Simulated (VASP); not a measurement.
Crystal: Bi.

```
CELL_PARAMETERS angstrom
-1.98143 1.98143 1.98143
1.98143 -1.98143 1.98143
1.98143 1.98143 -1.98143
ATOMIC_POSITIONS crystal
Bi 0.00000 0.00000 0.00000
```

* Program: VASP 6.6.1
* Task: relaxation of cell and atoms
* Functional: RPBE
* Potentials or basis: VASP PAW PBE potentials, release 64 (Bi_d)
* Cutoff: 600 eV
* k mesh: 9 × 9 × 9
* Occupations: fermi-dirac, width 0.05 eV
* Spin: no spin polarisation

At the start: pressure 2.3 GPa; volume 31.12 Å³/atom.

Question: Where does the relaxation end?

Answer: Over 7 steps the energy falls by 9.2 meV/atom and the volume is 32.46 Å³/atom (+4.3 %); space group Im-3m (No. 229, to 0.05 Å).

Step by step:
```
step  energy change (eV)  largest force (eV/Å)  pressure (GPa)  volume (Å³)
   1              0.0000                0.0000            2.29        31.12
   2             -0.0071                0.0000           -0.92        33.16
   3             -0.0092                0.0000            0.04        32.47
   4             -0.0092                0.0000            0.04        32.50
   5             -0.0086                0.0000           -0.51        32.83
   6             -0.0092                0.0000           -0.07        32.52
   7             -0.0092                0.0000            0.02        32.46
```

Final structure:
```
CELL_PARAMETERS angstrom
-2.00962 2.00962 2.00962
2.00962 -2.00962 2.00962
2.00962 2.00962 -2.00962
ATOMIC_POSITIONS crystal
Bi 0.00000 0.00000 0.00000
```

Caveat: the PAW data sets were made with another functional, which shifts forces and pressure a little.
